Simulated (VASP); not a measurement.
A run of VASP 6.6.1:

File INCAR:

```
PREC = Accurate ; ENCUT = 520
EDIFF = 1E-6 ; ISMEAR = 0
SIGMA = 0.05 ; LREAL = Auto
LASPH = True ; NELM = 80
ALGO = Normal ; ISIF = 2
LWAVE = False ; LCHARG = False
GGA = PE ; NBANDS = 55
```

Contents of KPOINTS:

```
regular mesh
0
Gamma
  2 2 1
```

The input POSCAR:

```
HC18N
1.0
    7.3980000000      0.0000000000      0.0000000000
   -3.6990000000      6.4068560000      0.0000000000
    0.0000000000      0.0000000000     12.0000000000
C N H
18 1 1
Direct
   -0.0163836476     -0.0139943835      0.0863435000
    0.2082335443      0.1001797137      0.0993336667
   -0.0137144665      0.3221022917      0.0816502500
    0.2088383206      0.4333233024      0.0792878333
   -0.0111544969      0.6555344774      0.0816750000
    0.2056501612      0.7608377650      0.0843754167
    0.3249528748     -0.0127098221      0.1083438333
    0.5495470500      0.1038780956      0.0872127500
    0.3221378086      0.3247641277      0.0830515000
    0.5403937877      0.4335621091      0.0808522500
    0.3186658820      0.6535845351      0.0803108333
    0.5420570183      0.7663484243      0.0830422500
    0.6554725263     -0.0103501624      0.0851097500
    0.8752179461      0.0993182928      0.0836928333
    0.6543660632      0.3210303150      0.0829053333
    0.8764501543      0.4325642718      0.0805226667
    0.6524810535      0.6563614041      0.0805296667
    0.8752731729      0.7683846804      0.0828463333
    0.2953291675      0.0272022658      0.2251156667
    0.4036062059      0.1782954073      0.2446312500
```

Potentials or basis: VASP PAW PBE potentials, release 64 (C, N, H).

Launch:

```bash
$ cat potpaw_PBE.64/C/POTCAR potpaw_PBE.64/N/POTCAR potpaw_PBE.64/H/POTCAR > POTCAR
$ mpirun -np 1 vasp_std > vasp.out
```

Hardware: 1 thread of Intel(R) Xeon(R) 6975P-C (Granite Rapids), with other jobs on the host.

Estimate the wall time of this run.

Wall time 2.8 min on 1 thread of Intel(R) Xeon(R) 6975P-C (Granite Rapids) (shared host), peak memory 0.59 GiB. Counts: scf iterations 23, k points 4.
